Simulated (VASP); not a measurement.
Wanted: the native input for a VASP 6.6.1 run.

| Quantity | Value |
| --- | --- |
| Task | single point |
| Functional | PBEsol |
| Potentials or basis | VASP PAW PBE potentials, release 64 (Zn, O) |
| Cutoff | 520 eV |
| k mesh | 9 × 9 × 6 |
| Occupations | gaussian, width 0.05 eV |
| Spin | no spin polarisation |
| Dipole correction | no |
| Further INCAR settings | ALGO = Normal; EDIFF = 1e-06; NBANDS = 26 |

The structure of ZnO lies in POSCAR:

```
ZnO
1.0
    3.2027414341      0.0000000000      0.0000000000
   -1.6013707170      2.7736554437      0.0000000000
    0.0000000000      0.0000000000      5.3075831045
Zn O
2 2
Direct
    0.3333333333      0.6666666667      0.0015754469
    0.6666666667      0.3333333333      0.5015754469
    0.3333333333      0.6666666667      0.3956145713
    0.6666666667      0.3333333333      0.8956145713
```

This cell differs from its parent crystal: c/a of the conventional cell at fixed volume 1.6572.

The input as run:

INCAR

```
SYSTEM = ZnO
  PREC = Accurate
  ENCUT = 520
  EDIFF = 1E-6
  ISMEAR = 0
  SIGMA = 0.05
  LREAL = .FALSE.
  LASPH = .TRUE.
  NELM = 80
  ALGO = Normal
  ISIF = 2
  LWAVE = .FALSE.
  LCHARG = .FALSE.
  GGA = PS
  NBANDS = 26
```

KPOINTS

```
regular mesh
0
G
  9 9 6
  0 0 0
```

Potentials or basis: VASP PAW PBE potentials, release 64 (Zn, O).

The run is started by

```console
$ cat potpaw_PBE.64/Zn/POTCAR potpaw_PBE.64/O/POTCAR > POTCAR
$ mpirun -np 1 vasp_std > vasp.out
```

It gave:

```
Pressure               : 1.9 GPa
Largest force          : 0.552 eV/Å
Band gap on the k mesh : 0.66 eV, direct
```

Caveat: the PAW data sets were made with another functional, which shifts forces and pressure a little.

It took 25 s on 1 thread of Intel(R) Xeon(R) Platinum 8488C (Sapphire Rapids), with other jobs on the host, peak memory 0.18 GiB.
